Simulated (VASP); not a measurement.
# Ba (Im-3m) in VASP: notebook, part 2 of 2

VASP 6.6.1. The steps go on from the part before.

## Step 5: Single point, r2SCAN

Input file POSCAR:

```
Ba
1.0
   -2.5367939014      2.5367939014      2.5367939014
    2.5367939014     -2.5367939014      2.5367939014
    2.5367939014      2.5367939014     -2.5367939014
Ba
1
Direct
    0.0000000000      0.0000000000      0.0000000000
```

Input file INCAR.step1:

```
SYSTEM = Ba
  ALGO = Normal
  EDIFF = 1E-4
  ENCUT = 520
  GGA = PE
  ISMEAR = -1
  LASPH = .TRUE.
  LCHARG = .FALSE.
  LREAL = .FALSE.
  LWAVE = .TRUE.
  NBANDS = 11
  NELM = 100
  PREC = Accurate
  SIGMA = 0.1
```

Input file INCAR.step2:

```
SYSTEM = Ba
  ALGO = Normal
  EDIFF = 1E-6
  ENCUT = 520
  ISIF = 2
  ISMEAR = -1
  ISTART = 1
  LASPH = .TRUE.
  LCHARG = .TRUE.
  LELF = .TRUE.
  LMIXTAU = .TRUE.
  LREAL = .FALSE.
  LVHAR = .TRUE.
  LWAVE = .FALSE.
  METAGGA = R2SCAN
  NBANDS = 11
  NELM = 100
  PREC = Accurate
  SIGMA = 0.1
```

Input file KPOINTS:

```
k-points
0
G
  2 2 2
  0 0 0
```

Potentials or basis: VASP PAW PBE potentials, release 64 (Ba_sv).

Started as:

```console
> cat potpaw_PBE.64/Ba_sv/POTCAR > POTCAR
> cp INCAR.step1 INCAR
> mpirun -np 1 vasp_std > vasp.out
> cp INCAR.step2 INCAR
> mpirun -np 1 vasp_std > vasp.out
```

OUTCAR:

```text
SYSTEM = Ba
   EDIFF = 1E-6
   ENCUT = 520
   ISIF = 2
   ISMEAR = -1
   ISTART = 1
   LASPH = .TRUE.
   LREAL = .FALSE.
   METAGGA = R2SCAN
   NELM = 100
   PREC = Accurate

 ion  position               nearest neighbor table
   1  0.000  0.000  0.000-

  LATTYP: Found a body centered cubic cell.
 ALAT       =     5.0735878028

  Lattice vectors:

 A1 = (  -2.5367939014,   2.5367939014,   2.5367939014)
 A2 = (   2.5367939014,  -2.5367939014,   2.5367939014)
 A3 = (   2.5367939014,   2.5367939014,  -2.5367939014)

Analysis of symmetry for initial positions (statically):
=====================================================================
 Subroutine PRICEL returns:
 Original cell was already a primitive cell.

 Routine SETGRP: Setting up the symmetry group for a
 body centered cubic supercell.

 Subroutine GETGRP returns: Found 48 space group operations
 (whereof 48 operations were pure point group operations)
 out of a pool of 48 trial point group operations.

The static configuration has the point symmetry O_h .

Analysis of symmetry for dynamics (positions and initial velocities):
=====================================================================
 Subroutine PRICEL returns:
 Original cell was already a primitive cell.

 Routine SETGRP: Setting up the symmetry group for a
 body centered cubic supercell.

 Subroutine GETGRP returns: Found 48 space group operations
 (whereof 48 operations were pure point group operations)
 out of a pool of 48 trial point group operations.

The dynamic configuration has the point symmetry O_h .

 Subroutine INISYM returns: Found 48 space group operations
 (whereof 48 operations are pure point group operations),
 and found     1 'primitive' translations

----------------------------------------------------------------------------------------

                                     Primitive cell

  volume of cell :      65.3004

  direct lattice vectors                    reciprocal lattice vectors
    -2.536793901  2.536793901  2.536793901     0.000000000  0.197099181  0.197099181
     2.536793901 -2.536793901  2.536793901     0.197099181  0.000000000  0.197099181
     2.536793901  2.536793901 -2.536793901     0.197099181  0.197099181  0.000000000

  length of vectors
     4.393855926  4.393855926  4.393855926     0.278740335  0.278740335  0.278740335

  position of ions in fractional coordinates (direct lattice)
     0.000000000  0.000000000  0.000000000

  ion indices of the primitive-cell ions
   primitive index   ion index
                 1           1

----------------------------------------------------------------------------------------

 KPOINTS: k-points

Automatic generation of k-mesh.
 Grid dimensions read from file:
 generate k-points for:    2    2    2

 Generating k-lattice:

  Cartesian coordinates                     Fractional coordinates (reciprocal lattice)
     0.000000000  0.098549590  0.098549590     0.500000000  0.000000000  0.000000000
     0.098549590  0.000000000  0.098549590     0.000000000  0.500000000  0.000000000
     0.098549590  0.098549590  0.000000000     0.000000000  0.000000000  0.500000000

  Length of vectors
     0.139370167  0.139370167  0.139370167

  Shift w.r.t. Gamma in fractional coordinates (k-lattice)
     0.000000000  0.000000000  0.000000000

 Subroutine IBZKPT returns following result:
 ===========================================

 Found      3 irreducible k-points:

 Following reciprocal coordinates:
            Coordinates               Weight
  0.000000  0.000000  0.000000      1.000000
  0.500000  0.000000  0.000000      6.000000
  0.500000  0.500000  0.500000      1.000000
   k-points           NKPTS =      3   k-points in BZ     NKDIM =      3   number of bands    NBANDS=     11
   number of dos      NEDOS =    301   number of ions     NIONS =      1
   total plane-waves  NPLWV =  46656
   dimension x,y,z NGX =    36 NGY =   36 NGZ =   36
   dimension x,y,z NGXF=    72 NGYF=   72 NGZF=   72
   ions per type =               1
   NGX,Y,Z   is equivalent  to a cutoff of  13.62, 13.62, 13.62 a.u.
   NGXF,Y,Z  is equivalent  to a cutoff of  27.24, 27.24, 27.24 a.u.
 SYSTEM =  Ba
   PREC   = accura    normal or accurate (medium, high low for compatibility)
   ISTART =      1    job   : 0-new  1-cont  2-samecut
   ICHARG =      0    charge: 1-file 2-atom 10-const
   ISPIN  =      1    spin polarized calculation?
   LNONCOLLINEAR =      F non collinear calculations
   LSORBIT =      F    spin-orbit coupling
   LASPH  =      T    aspherical Exc in radial PAW
   ENCUT  =  520.0 eV  38.22 Ry    6.18 a.u.   8.17  8.17  8.17*2*pi/ulx,y,z
   NELM   =    100;   NELMIN=  2; NELMDL=  0     # of ELM steps
   EDIFF  = 0.1E-05   stopping-criterion for ELM
   LREAL  =      F    real-space projection
   EDIFFG = 0.1E-04   stopping-criterion for IOM
   NSW    =      0    number of steps for IOM
   IBRION =     -1    ionic relax: 0-MD 1-quasi-New 2-CG
   NFREE  =      0    steps in history (QN), initial steepest desc. (CG)
   ISIF   =      2    stress and relaxation
   ISYM   =      2    0-nonsym 1-usesym 2-fastsym
   POTIM  = 0.5000    time-step for ionic-motion
   TEBEG  =    0.0;   TEEND  =   0.0 temperature during run
   PSTRESS=    0.0 pullay stress
   NELECT =      10.0000    total number of electrons
   NUPDOWN=      -1.0000    fix difference up-down
   EMIN   =  10.00;   EMAX   =-10.00  energy-range for DOS
   EFERMI =   0.00;   METHOD = LEGACY
   ISMEAR =    -1;   SIGMA  =   0.10  broadening in eV -4-tet -1-fermi 0-gaus
   EFERMI_NEDOS =   21; number of points for ismear=-14 and -15
   IALGO  =     38    algorithm
   IMIX   =      4    mixing-type and parameters
     AMIX     =   0.40;   BMIX     =  1.00
     AMIX_MAG =   1.60;   BMIX_MAG =  1.00
  volume/ion in A,a.u.               =      65.30       440.67
  Fermi-wavevector in a.u.,A,eV,Ry     =   0.875863  1.655142 10.437525  0.767136
  Thomas-Fermi vector in A             =   1.995593
   LORBIT       =      0    0 simple, 1 ext, 2 COOP (PROOUT), +10 PAW based schemes
   METAGGA = R2SCAN    functional components
   LHFCALC =     F    Hartree Fock is set to
   AEXX    =    0.0000 exact exchange contribution
   IVDW    =     0    specifies the selected vdW correction
   LEPSILON=     F    determine dielectric tensor
   LRPA    =     F    only Hartree local field effects (RPA)
 non-spin polarized calculation
  energy-cutoff  :      520.00
  volume of cell :       65.30
 maximum number of plane-waves:      1766
 NGX is ok and might be reduce to    36
   NGX = 17   NGY = 17   NGZ = 17

 number of electron      10.0000000 magnetization

 Free energy of the ion-electron system (eV)
  ---------------------------------------------------
  ext. energy  EPLUGINS =         0.00000000
  ---------------------------------------------------
  free energy    TOTEN  =       -27.01696802 eV

  energy without entropy =      -26.95925122  energy(sigma->0) =      -26.98810962

 E-fermi :   1.1038     XC(G=0):  -7.6997

 val. band max:        1.0570033491   @ k =   0.5000   0.5000   0.5000
 cond. band min:       2.5158294738   @ k =   0.5000   0.0000   0.0000
 fundamental gap:      1.4588261247
 Fermi energy:         1.1038413101

 k-point     1 :       0.0000    0.0000    0.0000
  band No.  band energies     occupation
      1     -28.3179      2.00000
      2     -12.8772      2.00000
      3     -12.8772      2.00000
      4     -12.8772      2.00000
      5      -1.2273      2.00000
      6       3.7196      0.00000
      7       3.7196      0.00000
      8       3.7196      0.00000
      9       5.0276      0.00000
     10       5.0276      0.00000
     11       8.8524      0.00000

 k-point     2 :       0.5000    0.0000    0.0000
  band No.  band energies     occupation
      1     -28.2773      2.00000
      2     -13.3061      2.00000
      3     -13.0106      2.00000
      4     -12.8819      2.00000
      5       0.7816      1.92333
      6       2.5158      0.00000
      7       2.7681      0.00000
      8       5.0645      0.00000
      9       5.6133      0.00000
     10       6.9912      0.00000
     11       7.4630      0.00000

 k-point     3 :       0.5000    0.5000    0.5000
  band No.  band energies     occupation
      1     -28.2480      2.00000
      2     -13.1673      2.00000
      3     -13.1673      2.00000
      4     -13.1673      2.00000
      5       1.0570      1.23000
      6       1.0570      1.23000
      7       6.2064      0.00000
      8       6.2064      0.00000
      9       6.2064      0.00000
     10       6.5210      0.00000
     11       6.5210      0.00000

------------------------ aborting loop because EDIFF is reached ----------------------------------------

  FORCE on cell =-STRESS in cart. coord.  units (eV):
  Direction    XX          YY          ZZ          XY          YZ          ZX
  --------------------------------------------------------------------------------------
  -------------------------------------------------------------------------------------
  Total       -1.7814710     -1.7814710     -1.7814710     -0.0000000      0.0000000     -0.0000000
  in kB      -43.7092954    -43.7092954    -43.7092954     -0.0000000      0.0000000     -0.0000000
  external PRESSURE =     -43.7092954 kB  Pullay stress =       0.0000000 kB

 VOLUME and BASIS-vectors are now :
 -----------------------------------------------------------------------------
  energy-cutoff  :      520.00
  volume of cell :       65.30
      direct lattice vectors                 reciprocal lattice vectors
    -2.536793901  2.536793901  2.536793901     0.000000000  0.197099181  0.197099181
     2.536793901 -2.536793901  2.536793901     0.197099181  0.000000000  0.197099181
     2.536793901  2.536793901 -2.536793901     0.197099181  0.197099181  0.000000000

 POSITION                                       TOTAL-FORCE (eV/Angst)
 -----------------------------------------------------------------------------------
      0.00000      0.00000      0.00000         0.000000      0.000000     -0.000000
 -----------------------------------------------------------------------------------
    total drift:                               -0.000000      0.000000      0.000000

  FREE ENERGIE OF THE ION-ELECTRON SYSTEM (eV)
  ---------------------------------------------------
  free  energy   TOTEN  =       -27.0169680161 eV

  energy  without entropy=      -26.9592512249  energy(sigma->0) =      -26.98810962
```

Wall time 57 s (1 thread of Intel Xeon 8259CL, shared host); peak memory 0.21 GiB.

Results:

```yaml
Free_energy: -27.0170 eV
Pressure: -4.4 GPa
Band_gap_on_the_k_mesh: zero (filled and empty bands touch)
```

Levels at points of the mesh, in eV from the Fermi level:
```csv
k point,band 1,band 2,band 3,band 4,band 5,band 6,band 7,band 8,band 9,band 10
"(0.00, 0.00, 0.00)",-29.42,-13.98,-13.98,-13.98,-2.33,2.62,2.62,2.62,3.92,3.92
"(0.50, 0.00, 0.00)",-29.38,-14.41,-14.11,-13.99,-0.32,1.41,1.66,3.96,4.51,5.89
"(0.50, 0.50, 0.50)",-29.35,-14.27,-14.27,-14.27,-0.05,-0.05,5.10,5.10,5.10,5.42
```

Caveat: the k points lie up to 0.88 Å⁻¹ apart; the PAW data sets were made with another functional, which shifts forces and pressure a little; spin-orbit coupling is left out, which moves the levels of the heavy elements.

## Step 6: The runs side by side

```tsv
k mesh	smearing	gap on the mesh (eV)	pressure (GPa)
9 × 9 × 9	methfessel-paxton 0.6 eV	none	0.0
13 × 13 × 13	fermi-dirac 0.1 eV	none	0.0
14 × 14 × 14	fermi-dirac 0.1 eV	none	0.0
2 × 2 × 2	fermi-dirac 0.1 eV	none	-4.4
```

Alike in all rows: task single point; level r2SCAN; potentials or basis VASP PAW PBE potentials, release 64 (Ba_sv); no spin polarisation; cell as given; cutoff (eV) 520.

Caveats: some runs use coarse meshes; the PAW data sets were made with another functional, which shifts forces and pressure a little; spin-orbit coupling is left out, which moves the levels of the heavy elements; so wide a smearing shifts energies and pressures (at least some runs).

Absolute energies hang on the potentials; compare differences alone.
